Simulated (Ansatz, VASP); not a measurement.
# One calculation of InSe, two programs

INCAR

```
PREC = Accurate
ENCUT = 500
EDIFF = 1E-6
ISMEAR = -1
SIGMA = 0.05
LREAL = False
LASPH = True
NELM = 120
ALGO = Normal
ISIF = 2
LWAVE = False
LCHARG = False
GGA = PE
NBANDS = 16
GGA_COMPAT = False
```

Contents of KPOINTS:

```
Automatic mesh
0
Gamma
  7 7 7
```

The input POSCAR:

```
InSe
1.0
    3.6798354811      0.0000000000      0.0000000000
    0.0000000000      3.6798354811      0.0000000000
    0.0000000000      0.0000000000      3.6798354811
In Se
1 1
Direct
    0.5000000000      0.5000000000      0.5000000000
    0.0000000000      0.0000000000      0.0000000000
```

The input input.yaml:

```yaml
crystal:
  lattice:
    - [3.6798354811, 0.0, 0.0]
    - [0.0, 3.6798354811, 0.0]
    - [0.0, 0.0, 3.6798354811]
  atoms:
    - { symbol: In, position: [0.5, 0.5, 0.5] }
    - { symbol: Se, position: [0.0, 0.0, 0.0] }
hamiltonian:
  xc: pbe
  pseudopotentials: { kind: paw, azcp: { folder: soft_1 } }
kpoints:
  mp_grid: { grid: [7, 7, 7] }
scf:
  occupations: { method: fermi_dirac, width: 0.05 }
output:
  forces: true
  stress: true
  eigenvalues: true
```

Alike in both runs: task single point; functional PBE; k mesh 7 × 7 × 7; occupations fermi-dirac, width 0.05 eV; no spin polarisation.

|  | VASP | Ansatz |
| --- | --- | --- |
| version | VASP 6.6.1 | Ansatz 0.2.0 |
| potentials or method | VASP PAW PBE potentials, release 64 (In_d, Se) | Ansatz PAW soft_1 |
| plane-wave cutoff (eV) | 500 | 420 |
| valence electrons in the cell | 19 | 29 |

```csv
,VASP,Ansatz,Ansatz less VASP
gap on the k mesh at the Fermi level (eV),none,none,-
pressure (GPa),-1.8,-1.8,-0.01
```

A gap of «none» marks a metal or a gap that the smearing closes. VASP's potentials hold 19 valence electrons a cell and Ansatz's 29, so a difference there can come from the potentials and not from the codes.
